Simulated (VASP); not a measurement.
A run of VASP 6.6.1:

Contents of INCAR:

```
PREC = Accurate
ENCUT = 600
EDIFF = 1E-6
ISMEAR = 1
SIGMA = 0.05
LREAL = F
LASPH = T
NELM = 120
ALGO = Normal
ISIF = 2
LWAVE = F
LCHARG = F
GGA = PS
NBANDS = 11
GGA_COMPAT = F
```

KPOINTS

```
Automatic mesh
0
Gamma
  6 6 4
```

POSCAR

```
BN
1.0
    2.5080410000      0.0000000000      0.0000000000
   -1.2467110000      2.1762310000      0.0000000000
   -0.6306650000     -1.0881160000      3.0225400000
B N
1 1
Direct
    0.9796430000      0.9834990000      0.0018060000
    0.6685060000      0.3323850000      0.9849990000
```

Potentials or basis: VASP PAW PBE potentials, release 64 (B, N).

Launch:

```console
$ cat potpaw_PBE.64/B/POTCAR potpaw_PBE.64/N/POTCAR > POTCAR
$ mpirun -np 1 vasp_std > vasp.out
```

Hardware: 1 thread of Intel(R) Xeon(R) Platinum 8488C (Sapphire Rapids) (shared host).

Estimate the wall time of this run.

It took 8.4 s on 1 thread of Intel(R) Xeon(R) Platinum 8488C (Sapphire Rapids) (shared host), peak memory 0.13 GiB. Counts: scf iterations 13, k points 76.
